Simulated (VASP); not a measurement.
# Al (Cm) in VASP: single point with PBEsol

Aim: the single point of Al with PBEsol.

Program: VASP 6.6.1. These are calculated values, not measurements. Logs are shortened: lines on timing, memory, paths and dates and some standing lists are left out, and cuts for length are marked.

## 1. The cell of the first run

Symmetry: Cm, No. 8, monoclinic system. The conventional cell has a = 6.426 Å, b = 9.087 Å, c = 5.565 Å, α = 90.00°, β = 125.26°, γ = 90.00°. Al (site symmetry m) has 11 Al at 2.45 to 3.11 Å within 3.2 Å. Within 3.5 Å of Al (site symmetry m) lie 14 Al at 2.64 to 3.21 Å. Al (site symmetry 1) has 14 Al at 2.72 to 3.21 Å within 3.6 Å. Within 3.7 Å of Al (site symmetry 1) lie 14 Al at 2.78 to 3.43 Å. Al (site symmetry m) has 14 Al at 2.45 to 3.21 Å within 3.3 Å. Al (site symmetry m) has 14 Al at 2.78 to 3.38 Å within 3.7 Å.

## 2. Single point, PBEsol (atom 1 (Al) moved by (-0.300, -0.150) A along [1 1 0] and z)

INCAR reads:

```
  PREC = Accurate
  ENCUT = 520
  EDIFF = 1E-6
  ISMEAR = 0
  SIGMA = 0.15
  LREAL = False
  LASPH = True
  NELM = 80
  ALGO = Fast
  ISIF = 2
  LWAVE = False
  LCHARG = False
  GGA = PS
  NBANDS = 22
```

KPOINTS reads:

```
regular mesh
0
Gamma
  14 14 14
```

POSCAR reads:

```
Al
1.0
   -3.2128780077     -3.2128780077      3.2128780077
    3.2128780077     -3.2128780077     -3.2128780077
    3.2128780077      3.2128780077      3.2128780077
Al
8
Direct
    0.5096692178      0.5000000000     -0.0563563312
    0.0000000000      0.5000000000      0.0000000000
    0.5000000000      0.0000000000      0.0000000000
    0.0000000000      0.0000000000      0.0000000000
    0.5000000000      0.5000000000      0.5000000000
    0.0000000000      0.5000000000      0.5000000000
    0.5000000000      0.0000000000      0.5000000000
    0.0000000000      0.0000000000      0.5000000000
```

Potentials or basis: VASP PAW PBE potentials, release 64 (Al).

Launch:

```
cat potpaw_PBE.64/Al/POTCAR > POTCAR
mpirun -np 1 vasp_std > vasp.out
```

OUTCAR:

```text
PREC = Accurate
   ENCUT = 520
   EDIFF = 1E-6
   ISMEAR = 0
   LREAL = False
   LASPH = True
   NELM = 80
   ISIF = 2
   GGA = PS

 ion  position               nearest neighbor table
   1  0.510  0.500  0.944-   5 2.45   2 2.64   3 2.72   8 2.72   3 2.89   8 2.89   2 2.96   4 3.01
                             7 3.01   6 3.08   5 3.11
   2  0.000  0.500  0.000-   1 2.64   4 2.78   6 2.78   7 2.78   6 2.78   4 2.78   7 2.78   1 2.96
                             3 3.21   5 3.21   8 3.21   5 3.21   3 3.21   8 3.21
   3  0.500  0.000  0.000-   1 2.72   6 2.78   7 2.78   7 2.78   4 2.78   4 2.78   6 2.78   1 2.89
                             5 3.21   5 3.21   8 3.21   8 3.21   2 3.21   2 3.21
   4  0.000  0.000  0.000-   2 2.78   3 2.78   5 2.78   8 2.78   8 2.78   2 2.78   3 2.78   5 2.78
                             1 3.01   6 3.21   6 3.21   7 3.21   7 3.21
   5  0.500  0.500  0.500-   1 2.45   4 2.78   6 2.78   7 2.78   7 2.78   6 2.78   4 2.78   1 3.11
                             2 3.21   3 3.21   8 3.21   2 3.21   8 3.21   3 3.21
   6  0.000  0.500  0.500-   2 2.78   3 2.78   5 2.78   8 2.78   2 2.78   8 2.78   5 2.78   3 2.78
                             1 3.08   4 3.21   7 3.21   7 3.21   4 3.21
   7  0.500  0.000  0.500-   2 2.78   3 2.78   5 2.78   8 2.78   3 2.78   5 2.78   8 2.78   2 2.78
                             1 3.01   6 3.21   4 3.21   6 3.21   4 3.21
   8  0.000  0.000  0.500-   1 2.72   4 2.78   6 2.78   7 2.78   4 2.78   6 2.78   7 2.78   1 2.89
                             3 3.21   2 3.21   2 3.21   5 3.21   3 3.21   5 3.21

  LATTYP: Found a body centered cubic cell.
 ALAT       =     6.4257560154

  Lattice vectors:

 A1 = (  -3.2128780077,  -3.2128780077,   3.2128780077)
 A2 = (   3.2128780077,  -3.2128780077,  -3.2128780077)
 A3 = (   3.2128780077,   3.2128780077,   3.2128780077)

Analysis of symmetry for initial positions (statically):
=====================================================================
 Subroutine PRICEL returns:
 Original cell was already a primitive cell.

 Routine SETGRP: Setting up the symmetry group for a
 body centered cubic supercell.

 Subroutine GETGRP returns: Found  2 space group operations
 (whereof  1 operations were pure point group operations)
 out of a pool of 48 trial point group operations.

The static configuration has the point symmetry C_1 .
 The point group associated with its full space group is C_1h.

Analysis of symmetry for dynamics (positions and initial velocities):
=====================================================================
 Subroutine PRICEL returns:
 Original cell was already a primitive cell.

 Routine SETGRP: Setting up the symmetry group for a
 body centered cubic supercell.

 Subroutine GETGRP returns: Found  2 space group operations
 (whereof  1 operations were pure point group operations)
 out of a pool of 48 trial point group operations.

The dynamic configuration has the point symmetry C_1 .
 The point group associated with its full space group is C_1h.

 Subroutine INISYM returns: Found  2 space group operations
 (whereof  1 operations are pure point group operations),
 and found     1 'primitive' translations

----------------------------------------------------------------------------------------

                                     Primitive cell

  volume of cell :     132.6608

  direct lattice vectors                    reciprocal lattice vectors
    -3.212878008 -3.212878008  3.212878008     0.000000000 -0.155623711  0.155623711
     3.212878008 -3.212878008 -3.212878008     0.155623711 -0.155623711  0.000000000
     3.212878008  3.212878008  3.212878008     0.155623711  0.000000000  0.155623711

  length of vectors
     5.564867948  5.564867948  5.564867948     0.220085163  0.220085163  0.220085163

  position of ions in fractional coordinates (direct lattice)
     0.509669218  0.500000000  0.943643669
     0.000000000  0.500000000  0.000000000
     0.500000000  0.000000000  0.000000000
     0.000000000  0.000000000  0.000000000
     0.500000000  0.500000000  0.500000000
     0.000000000  0.500000000  0.500000000
     0.500000000  0.000000000  0.500000000
     0.000000000  0.000000000  0.500000000

  ion indices of the primitive-cell ions
   primitive index   ion index
                 1           1
                 2           2
                 3           3
                 4           4
                 5           5
                 6           6
                 7           7
                 8           8

----------------------------------------------------------------------------------------

 KPOINTS: regular mesh

Automatic generation of k-mesh.
 Grid dimensions read from file:
 generate k-points for:   14   14   14

 Generating k-lattice:

  Cartesian coordinates                     Fractional coordinates (reciprocal lattice)
     0.000000000 -0.011115979  0.011115979     0.071428571  0.000000000  0.000000000
     0.011115979 -0.011115979  0.000000000     0.000000000  0.071428571  0.000000000
     0.011115979  0.000000000  0.011115979     0.000000000  0.000000000  0.071428571

  Length of vectors
     0.015720369  0.015720369  0.015720369

  Shift w.r.t. Gamma in fractional coordinates (k-lattice)
     0.000000000  0.000000000  0.000000000

 Subroutine IBZKPT returns following result:
 ===========================================

 Found    744 irreducible k-points:

 Following reciprocal coordinates:
            Coordinates               Weight
  0.000000  0.000000  0.000000      1.000000
  0.071429  0.000000  0.000000      4.000000
  0.000000  0.071429  0.000000      2.000000
  0.000000  0.000000  0.071429      4.000000
  0.071429  0.000000 -0.071429      2.000000
  0.142857  0.000000  0.000000      4.000000
[... 16 lines left out ...]
  0.000000  0.428571  0.000000      2.000000
  0.000000  0.000000  0.428571      4.000000
 [... further k-points ...]
   k-points           NKPTS =    744   k-points in BZ     NKDIM =    744   number of bands    NBANDS=     22
   number of dos      NEDOS =    301   number of ions     NIONS =      8
   total plane-waves  NPLWV =  74088
   dimension x,y,z NGX =    42 NGY =   42 NGZ =   42
   dimension x,y,z NGXF=    84 NGYF=   84 NGZF=   84
   ions per type =               8
   NGX,Y,Z   is equivalent  to a cutoff of  12.55, 12.55, 12.55 a.u.
   NGXF,Y,Z  is equivalent  to a cutoff of  25.09, 25.09, 25.09 a.u.
 SYSTEM =  unknown system
   PREC   = accura    normal or accurate (medium, high low for compatibility)
   ISTART =      0    job   : 0-new  1-cont  2-samecut
   ICHARG =      2    charge: 1-file 2-atom 10-const
   ISPIN  =      1    spin polarized calculation?
   LNONCOLLINEAR =      F non collinear calculations
   LSORBIT =      F    spin-orbit coupling
   LASPH  =      T    aspherical Exc in radial PAW
   ENCUT  =  520.0 eV  38.22 Ry    6.18 a.u.  10.35 10.35 10.35*2*pi/ulx,y,z
   NELM   =     80;   NELMIN=  2; NELMDL= -5     # of ELM steps
   EDIFF  = 0.1E-05   stopping-criterion for ELM
   LREAL  =      F    real-space projection
   EDIFFG = 0.1E-04   stopping-criterion for IOM
   NSW    =      0    number of steps for IOM
   IBRION =     -1    ionic relax: 0-MD 1-quasi-New 2-CG
   NFREE  =      0    steps in history (QN), initial steepest desc. (CG)
   ISIF   =      2    stress and relaxation
   ISYM   =      2    0-nonsym 1-usesym 2-fastsym
   POTIM  = 0.5000    time-step for ionic-motion
   TEBEG  =    0.0;   TEEND  =   0.0 temperature during run
   PSTRESS=    0.0 pullay stress
   NELECT =      24.0000    total number of electrons
   NUPDOWN=      -1.0000    fix difference up-down
   EMIN   =  10.00;   EMAX   =-10.00  energy-range for DOS
   EFERMI =   0.00;   METHOD = LEGACY
   ISMEAR =     0;   SIGMA  =   0.15  broadening in eV -4-tet -1-fermi 0-gaus
   EFERMI_NEDOS =   21; number of points for ismear=-14 and -15
   IALGO  =     68    algorithm
   IMIX   =      4    mixing-type and parameters
     AMIX     =   0.40;   BMIX     =  1.00
     AMIX_MAG =   1.60;   BMIX_MAG =  1.00
  volume/ion in A,a.u.               =      16.58       111.90
  Fermi-wavevector in a.u.,A,eV,Ry     =   0.925901  1.749698 11.664164  0.857292
  Thomas-Fermi vector in A             =   2.051805
   LORBIT       =      0    0 simple, 1 ext, 2 COOP (PROOUT), +10 PAW based schemes
   GGA     = PS    functional components
   LHFCALC =     F    Hartree Fock is set to
   AEXX    =    0.0000 exact exchange contribution
   IVDW    =     0    specifies the selected vdW correction
   LEPSILON=     F    determine dielectric tensor
   LRPA    =     F    only Hartree local field effects (RPA)
 non-spin polarized calculation
 RMM-DIIS sequential band-by-band and
 Gauss-broadening in eV      SIGMA  =   0.15
  energy-cutoff  :      520.00
  volume of cell :      132.66
 maximum number of plane-waves:      3592
 NGX is ok and might be reduce to    42
   NGX = 21   NGY = 21   NGZ = 21

 number of electron      23.9999999 magnetization

 Free energy of the ion-electron system (eV)
  ---------------------------------------------------
  ext. energy  EPLUGINS =         0.00000000
  ---------------------------------------------------
  free energy    TOTEN  =       -31.70548195 eV

  energy without entropy =      -31.66642196  energy(sigma->0) =      -31.68595195

 E-fermi :   7.8753     XC(G=0): -10.2360

 val. band max:        7.8751396986   @ k =   0.2857   0.2857  -0.4286
 cond. band min:       7.8759064472   @ k =   0.5000  -0.4286  -0.2143
 fundamental gap:      0.0007667485
 Fermi energy:         7.8752623367

 k-point     1 :       0.0000    0.0000    0.0000
  band No.  band energies     occupation
      1      -3.2226      2.00000
      2       3.1758      2.00000
      3       3.4386      2.00000
      4       3.4529      2.00000
      5       3.5852      2.00000
      6       3.5929      2.00000
[... 14 lines left out ...]
     21      15.8984      0.00000
     22      15.9619      0.00000

 k-point     2 :       0.0714    0.0000    0.0000
  band No.  band energies     occupation
      1      -3.1861      2.00000
      2       2.6742      2.00000
      3       3.1069      2.00000
      4       3.1991      2.00000
      5       3.3564      2.00000
      6       3.5029      2.00000
[... 14 lines left out ...]
     21      15.2024      0.00000
     22      15.2758      0.00000

 k-point     3 :       0.0000    0.0714    0.0000
  band No.  band energies     occupation
      1      -3.1861      2.00000
      2       2.6821      2.00000
      3       3.1018      2.00000
      4       3.1583      2.00000
      5       3.3996      2.00000
      6       3.4998      2.00000
[... 14 lines left out ...]
     21      15.1696      0.00000
     22      15.2707      0.00000

 k-point     4 :       0.0000    0.0000    0.0714
  band No.  band energies     occupation
      1      -3.1863      2.00000
      2       2.6932      2.00000
      3       3.1466      2.00000
      4       3.2135      2.00000
      5       3.3320      2.00000
      6       3.3988      2.00000
[... 14 lines left out ...]
     21      15.2268      0.00000
     22      15.2784      0.00000

 k-point     5 :       0.0714    0.0000   -0.0714
  band No.  band energies     occupation
      1      -3.1863      2.00000
      2       2.7053      2.00000
      3       3.1618      2.00000
      4       3.2233      2.00000
      5       3.3271      2.00000
      6       3.3426      2.00000
[... 417 lines left out ...]
 k-point    22 :       0.4286    0.0000    0.0000
  band No.  band energies     occupation
      1      -1.9176      2.00000
      2      -0.9094      2.00000
      3       1.8483      2.00000
      4       2.0255      2.00000
      5       2.1825      2.00000
      6       2.3778      2.00000
[... 14 lines left out ...]
     21      11.8314      0.00000
     22      12.9125      0.00000

 k-point    23 :       0.0000    0.4286    0.0000
  band No.  band energies     occupation
      1      -1.9165      2.00000
      2      -0.9094      2.00000
      3       1.8434      2.00000
      4       1.9749      2.00000
      5       2.2346      2.00000
      6       2.3788      2.00000
[... 14 lines left out ...]
     21      11.8149      0.00000
     22      12.9231      0.00000

 k-point    24 :       0.0000    0.0000    0.4286
  band No.  band energies     occupation
      1      -1.9386      2.00000
      2      -0.8773      2.00000
      3       1.9712      2.00000
      4       2.0491      2.00000
      5       2.1554      2.00000
      6       2.2356      2.00000
[... 14 lines left out ...]
     21      11.8821      0.00000
     22      12.8774      0.00000

 [... further k-points ...]
[... 5 lines left out ...]
  --------------------------------------------------------------------------------------
  -------------------------------------------------------------------------------------
  Total        0.7984303      0.7984303      0.9686812      0.7348033      0.5591527      0.5591527
  in kB        9.6428380      9.6428380     11.6990005      8.8743992      6.7530247      6.7530247
  external PRESSURE =      10.3282255 kB  Pullay stress =       0.0000000 kB

 VOLUME and BASIS-vectors are now :
 -----------------------------------------------------------------------------
  energy-cutoff  :      520.00
  volume of cell :      132.66
      direct lattice vectors                 reciprocal lattice vectors
    -3.212878008 -3.212878008  3.212878008     0.000000000 -0.155623711  0.155623711
     3.212878008 -3.212878008 -3.212878008     0.155623711 -0.155623711  0.000000000
     3.212878008  3.212878008  3.212878008     0.155623711  0.000000000  0.155623711

 POSITION                                       TOTAL-FORCE (eV/Angst)
 -----------------------------------------------------------------------------------
      3.00075     -0.21213      3.06288         1.094412      1.094412      0.820635
      1.60644     -1.60644     -1.60644        -0.283368     -0.283368      0.451305
     -1.60644     -1.60644      1.60644         0.283236     -0.111997     -0.136474
      0.00000      0.00000      0.00000        -0.018947     -0.040282     -0.013826
      1.60644     -1.60644      1.60644        -0.902268     -0.902268     -0.951616
      3.21288      0.00000      0.00000        -0.020786     -0.020786     -0.019724
      0.00000      0.00000      3.21288        -0.040282     -0.018947     -0.013826
      1.60644      1.60644      1.60644        -0.111997      0.283236     -0.136474
 -----------------------------------------------------------------------------------
    total drift:                                0.000004      0.000003      0.000005

  FREE ENERGIE OF THE ION-ELECTRON SYSTEM (eV)
  ---------------------------------------------------
  free  energy   TOTEN  =       -31.7054819451 eV

  energy  without entropy=      -31.6664219602  energy(sigma->0) =      -31.68595195
```

It took 50 min on 1 thread of Oxide Virtual Turin-like, shared host; peak memory 1.3 GiB.

What came out:

* Free energy: -31.7055 eV
* Pressure: 1.0 GPa
* Largest force: 1.752 eV/Å
* Band gap on the k mesh: zero (bands 12 and 13 overlap by 4.93 eV)

Forces on the atoms (eV/Å):
```
Al   1.094  1.094  0.821
Al  -0.283 -0.283  0.451
Al   0.283 -0.112 -0.136
Al  -0.019 -0.040 -0.014
Al  -0.902 -0.902 -0.952
Al  -0.021 -0.021 -0.020
Al  -0.040 -0.019 -0.014
Al  -0.112  0.283 -0.136
```

Caveat: the cell differs from its parent crystal (atom 1 (Al) moved by (-0.300, -0.150) A along [1 1 0] and z); the PAW data sets were made with another functional, which shifts forces and pressure a little.
